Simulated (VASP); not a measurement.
# Cu (C2/m) in VASP: single point with LDA

Aim: the single point of Cu with LDA.

Everything below comes from runs of VASP 6.6.1. Logs are shortened: lines on timing, memory, paths and dates and some standing lists are left out, and cuts for length are marked.

**1. The cell of the first run**

The structure is monoclinic, space group C2/m (No. 12). Conventional cell: a = 4.457 Å, b = 2.573 Å, c = 4.168 Å, α = 90.00°, β = 90.00°, γ = 90.00°. Cu (site symmetry m) has 12 Cu at 2.35 to 2.82 Å within 3.1 Å.

**2. Single point, LDA (shortest bond scaled by 1.1)**

INCAR reads:

```
PREC = Accurate
ENCUT = 820
EDIFF = 1E-6
ISMEAR = -1
SIGMA = 0.05
LREAL = False
LASPH = True
NELM = 120
ALGO = Normal
ISIF = 2
LWAVE = False
LCHARG = True
LELF = True
LVHAR = True
NBANDS = 26
GGA_COMPAT = False
```

KPOINTS reads:

```
Automatic mesh
0
Gamma
  13 13 7
```

POSCAR reads:

```
Cu
1.0
    2.5730649657      0.0000000000      0.0000000000
   -1.2865324828      2.2283396258      0.0000000000
    0.0000000000      0.0000000000      4.1683652444
Cu
2
Direct
    0.3666666667      0.6833333333      0.2750000000
    0.6333333333      0.3166666667      0.7250000000
```

Potentials or basis: VASP PAW LDA potentials, release 64 (Cu_sv_GW).

Run with:

```console
$ cat potpaw_LDA.64/Cu_sv_GW/POTCAR > POTCAR
$ mpirun -np 1 vasp_std > vasp.out
```

OUTCAR:

```text
PREC = Accurate
   ENCUT = 820
   EDIFF = 1E-6
   ISMEAR = -1
   LREAL = False
   LASPH = True
   NELM = 120
   ISIF = 2

 ion  position               nearest neighbor table
   1  0.367  0.683  0.275-   2 2.35   2 2.35   2 2.49
   2  0.633  0.317  0.725-   1 2.35   1 2.35   1 2.49

  LATTYP: Found a hexagonal cell.
 ALAT       =     2.5730649657
 C/A-ratio  =     1.6200000000

  Lattice vectors:

 A1 = (   2.5730649657,   0.0000000000,   0.0000000000)
 A2 = (  -1.2865324828,   2.2283396258,   0.0000000000)
 A3 = (   0.0000000000,   0.0000000000,   4.1683652444)

Analysis of symmetry for initial positions (statically):
=====================================================================
 Subroutine PRICEL returns:
 Original cell was already a primitive cell.

 Routine SETGRP: Setting up the symmetry group for a
 hexagonal supercell.

 Subroutine GETGRP returns: Found  4 space group operations
 (whereof  4 operations were pure point group operations)
 out of a pool of 24 trial point group operations.

The static configuration has the point symmetry C_2h.

Analysis of symmetry for dynamics (positions and initial velocities):
=====================================================================
 Subroutine PRICEL returns:
 Original cell was already a primitive cell.

 Routine SETGRP: Setting up the symmetry group for a
 hexagonal supercell.

 Subroutine GETGRP returns: Found  4 space group operations
 (whereof  4 operations were pure point group operations)
 out of a pool of 24 trial point group operations.

The dynamic configuration has the point symmetry C_2h.

 Subroutine INISYM returns: Found  4 space group operations
 (whereof  4 operations are pure point group operations),
 and found     1 'primitive' translations

----------------------------------------------------------------------------------------

                                     Primitive cell

  volume of cell :      23.9000

  direct lattice vectors                    reciprocal lattice vectors
     2.573064966  0.000000000  0.000000000     0.388641567  0.224382313  0.000000000
    -1.286532483  2.228339626  0.000000000     0.000000000  0.448764627  0.000000000
     0.000000000  0.000000000  4.168365244     0.000000000  0.000000000  0.239902202

  length of vectors
     2.573064966  2.573064966  4.168365244     0.448764627  0.448764627  0.239902202

  position of ions in fractional coordinates (direct lattice)
     0.366666667  0.683333333  0.275000000
     0.633333333  0.316666667  0.725000000

  ion indices of the primitive-cell ions
   primitive index   ion index
                 1           1
                 2           2

----------------------------------------------------------------------------------------

 KPOINTS: Automatic mesh

Automatic generation of k-mesh.
 Grid dimensions read from file:
 generate k-points for:   13   13    7

 Generating k-lattice:

  Cartesian coordinates                     Fractional coordinates (reciprocal lattice)
     0.029895505  0.017260178  0.000000000     0.076923077 -0.000000000  0.000000000
     0.000000000  0.034520356  0.000000000     0.000000000  0.076923077  0.000000000
     0.000000000  0.000000000  0.034271743     0.000000000  0.000000000  0.142857143

  Length of vectors
     0.034520356  0.034520356  0.034271743

  Shift w.r.t. Gamma in fractional coordinates (k-lattice)
     0.000000000  0.000000000  0.000000000

 Subroutine IBZKPT returns following result:
 ===========================================

 Found    322 irreducible k-points:

 Following reciprocal coordinates:
            Coordinates               Weight
  0.000000  0.000000  0.000000      1.000000
  0.076923  0.000000  0.000000      2.000000
  0.000000  0.076923  0.000000      4.000000
  0.153846  0.000000  0.000000      2.000000
  0.000000  0.153846  0.000000      4.000000
  0.230769  0.000000  0.000000      2.000000
[... 16 lines left out ...]
 -0.076923  0.384615  0.000000      4.000000
 -0.384615  0.307692  0.000000      4.000000
 [... further k-points ...]
   k-points           NKPTS =    322   k-points in BZ     NKDIM =    322   number of bands    NBANDS=     26
   number of dos      NEDOS =    301   number of ions     NIONS =      2
   total plane-waves  NPLWV =  23040
   dimension x,y,z NGX =    24 NGY =   24 NGZ =   40
   dimension x,y,z NGXF=    48 NGYF=   48 NGZF=   80
   ions per type =               2
   NGX,Y,Z   is equivalent  to a cutoff of  15.51, 15.51, 15.95 a.u.
   NGXF,Y,Z  is equivalent  to a cutoff of  31.01, 31.01, 31.91 a.u.
 SYSTEM =  unknown system
   PREC   = accura    normal or accurate (medium, high low for compatibility)
   ISTART =      0    job   : 0-new  1-cont  2-samecut
   ICHARG =      2    charge: 1-file 2-atom 10-const
   ISPIN  =      1    spin polarized calculation?
   LNONCOLLINEAR =      F non collinear calculations
   LSORBIT =      F    spin-orbit coupling
   LASPH  =      T    aspherical Exc in radial PAW
   ENCUT  =  820.0 eV  60.27 Ry    7.76 a.u.   6.01  6.01  9.73*2*pi/ulx,y,z
   NELM   =    120;   NELMIN=  2; NELMDL= -5     # of ELM steps
   EDIFF  = 0.1E-05   stopping-criterion for ELM
   LREAL  =      F    real-space projection
   EDIFFG = 0.1E-04   stopping-criterion for IOM
   NSW    =      0    number of steps for IOM
   IBRION =     -1    ionic relax: 0-MD 1-quasi-New 2-CG
   NFREE  =      0    steps in history (QN), initial steepest desc. (CG)
   ISIF   =      2    stress and relaxation
   ISYM   =      2    0-nonsym 1-usesym 2-fastsym
   POTIM  = 0.5000    time-step for ionic-motion
   TEBEG  =    0.0;   TEEND  =   0.0 temperature during run
   PSTRESS=    0.0 pullay stress
   NELECT =      38.0000    total number of electrons
   NUPDOWN=      -1.0000    fix difference up-down
   EMIN   =  10.00;   EMAX   =-10.00  energy-range for DOS
   EFERMI =   0.00;   METHOD = LEGACY
   ISMEAR =    -1;   SIGMA  =   0.05  broadening in eV -4-tet -1-fermi 0-gaus
   EFERMI_NEDOS =   21; number of points for ismear=-14 and -15
   IALGO  =     38    algorithm
   IMIX   =      4    mixing-type and parameters
     AMIX     =   0.40;   BMIX     =  1.00
     AMIX_MAG =   1.60;   BMIX_MAG =  1.00
  volume/ion in A,a.u.               =      11.95        80.64
  Fermi-wavevector in a.u.,A,eV,Ry     =   1.910748  3.610790 49.674294  3.650958
  Thomas-Fermi vector in A             =   2.947512
   LORBIT       =      0    0 simple, 1 ext, 2 COOP (PROOUT), +10 PAW based schemes
   GGA     = CA    functional components
   LHFCALC =     F    Hartree Fock is set to
   AEXX    =    0.0000 exact exchange contribution
   IVDW    =     0    specifies the selected vdW correction
   LEPSILON=     F    determine dielectric tensor
   LRPA    =     F    only Hartree local field effects (RPA)
 non-spin polarized calculation
  energy-cutoff  :      820.00
  volume of cell :       23.90
 maximum number of plane-waves:      1295
   NGX = 13   NGY = 13   NGZ = 19

 number of electron      37.9999999 magnetization

 Free energy of the ion-electron system (eV)
  ---------------------------------------------------
  ext. energy  EPLUGINS =         0.00000000
  ---------------------------------------------------
  free energy    TOTEN  =        -9.47385481 eV

  energy without entropy =       -9.47052280  energy(sigma->0) =       -9.47218881

 E-fermi :   7.0680     XC(G=0): -13.7174

 val. band max:        7.0565367088   @ k =  -0.4615   0.0000   0.4286
 cond. band min:       7.0744081803   @ k =  -0.3846   0.3846   0.4286
 fundamental gap:      0.0178714716
 Fermi energy:         7.0680062337

 k-point     1 :       0.0000    0.0000    0.0000
  band No.  band energies     occupation
      1    -104.4467      2.00000
      2    -104.4242      2.00000
      3     -62.4715      2.00000
      4     -62.3817      2.00000
      5     -62.3495      2.00000
      6     -62.3463      2.00000
[... 18 lines left out ...]
     25      29.3686      0.00000
     26      30.3647      0.00000

 k-point     2 :       0.0769    0.0000    0.0000
  band No.  band energies     occupation
      1    -104.4460      2.00000
      2    -104.4239      2.00000
      3     -62.4701      2.00000
      4     -62.3831      2.00000
      5     -62.3554      2.00000
      6     -62.3471      2.00000
[... 18 lines left out ...]
     25      31.5040      0.00000
     26      32.1064      0.00000

 k-point     3 :       0.0000    0.0769    0.0000
  band No.  band energies     occupation
      1    -104.4459      2.00000
      2    -104.4241      2.00000
      3     -62.4697      2.00000
      4     -62.3862      2.00000
      5     -62.3533      2.00000
      6     -62.3487      2.00000
[... 18 lines left out ...]
     25      31.1865      0.00000
     26      32.0081      0.00000

 k-point     4 :       0.1538    0.0000    0.0000
  band No.  band energies     occupation
      1    -104.4441      2.00000
      2    -104.4231      2.00000
      3     -62.4659      2.00000
      4     -62.3870      2.00000
      5     -62.3700      2.00000
      6     -62.3512      2.00000
[... 18 lines left out ...]
     25      29.2729      0.00000
     26      30.7710      0.00000

 k-point     5 :       0.0000    0.1538    0.0000
  band No.  band energies     occupation
      1    -104.4436      2.00000
      2    -104.4236      2.00000
      3     -62.4641      2.00000
      4     -62.3983      2.00000
      5     -62.3632      2.00000
      6     -62.3566      2.00000
[... 18 lines left out ...]
     25      29.2138      0.00000
     26      30.4362      0.00000

 k-point     6 :       0.2308    0.0000    0.0000
  band No.  band energies     occupation
      1    -104.4411      2.00000
      2    -104.4220      2.00000
      3     -62.4600      2.00000
      4     -62.3924      2.00000
      5     -62.3893      2.00000
      6     -62.3660      2.00000
[... 427 lines left out ...]
 k-point    21 :      -0.3077    0.2308    0.0000
  band No.  band energies     occupation
      1    -104.4381      2.00000
      2    -104.4225      2.00000
      3     -62.4533      2.00000
      4     -62.4218      2.00000
      5     -62.3847      2.00000
      6     -62.3737      2.00000
[... 18 lines left out ...]
     25      25.0601      0.00000
     26      28.4247      0.00000

 k-point    22 :       0.3077    0.0769    0.0000
  band No.  band energies     occupation
      1    -104.4361      2.00000
      2    -104.4206      2.00000
      3     -62.4515      2.00000
      4     -62.4179      2.00000
      5     -62.4056      2.00000
      6     -62.3836      2.00000
[... 18 lines left out ...]
     25      22.2896      0.00000
     26      27.5864      0.00000

 k-point    23 :      -0.0769    0.3846    0.0000
  band No.  band energies     occupation
      1    -104.4334      2.00000
      2    -104.4233      2.00000
      3     -62.4509      2.00000
      4     -62.4403      2.00000
      5     -62.3937      2.00000
      6     -62.3746      2.00000
[... 18 lines left out ...]
     25      22.0802      0.00000
     26      27.3010      0.00000

 k-point    24 :      -0.3846    0.3077    0.0000
  band No.  band energies     occupation
      1    -104.4341      2.00000
      2    -104.4226      2.00000
      3     -62.4502      2.00000
      4     -62.4374      2.00000
      5     -62.3941      2.00000
      6     -62.3791      2.00000
[... 18 lines left out ...]
     25      22.0988      0.00000
     26      27.5194      0.00000

 [... further k-points ...]

------------------------ aborting loop because EDIFF is reached ----------------------------------------

  FORCE on cell =-STRESS in cart. coord.  units (eV):
  Direction    XX          YY          ZZ          XY          YZ          ZX
  --------------------------------------------------------------------------------------
  -------------------------------------------------------------------------------------
  Total       -2.1350577     -1.8599872     -0.8100041     -0.2382180      0.1353980      0.2345161
  in kB     -143.1272394   -124.6874194    -54.3000113    -15.9693525      9.0766329     15.7211866
  external PRESSURE =    -107.3715567 kB  Pullay stress =       0.0000000 kB

 VOLUME and BASIS-vectors are now :
 -----------------------------------------------------------------------------
  energy-cutoff  :      820.00
  volume of cell :       23.90
      direct lattice vectors                 reciprocal lattice vectors
     2.573064966  0.000000000  0.000000000     0.388641567  0.224382313  0.000000000
    -1.286532483  2.228339626  0.000000000     0.000000000  0.448764627  0.000000000
     0.000000000  0.000000000  4.168365244     0.000000000  0.000000000  0.239902202

 POSITION                                       TOTAL-FORCE (eV/Angst)
 -----------------------------------------------------------------------------------
      0.06433      1.52270      1.14630        -0.165439     -0.095516     -1.365813
      1.22221      0.70564      3.02206         0.165439      0.095516      1.365813
 -----------------------------------------------------------------------------------
    total drift:                               -0.000000      0.000000     -0.000000

  FREE ENERGIE OF THE ION-ELECTRON SYSTEM (eV)
  ---------------------------------------------------
  free  energy   TOTEN  =        -9.4738548136 eV

  energy  without entropy=       -9.4705227999  energy(sigma->0) =       -9.47218881
```

It took 3 min on 1 thread of Intel Xeon Platinum 8488C (Sapphire Rapids), shared host; peak memory 0.45 GiB.

Results:

```yaml
Free_energy: -9.4739 eV
Pressure: -10.7 GPa
Largest_force: 1.379 eV/Å
Band_gap_on_the_k_mesh: zero (bands 19 and 20 overlap by 4.72 eV)
```

Forces in eV/Å, atoms in the order of the input:
```
Cu  -0.165 -0.096 -1.366
Cu   0.165  0.096  1.366
```

Caveat: the cell differs from its parent crystal (shortest bond scaled by 1.1); the stress differs along the axes, from -14 to -5 GPa; forces of over 1 eV/Å act on the atoms, so gaps and moduli don't describe the material at rest.
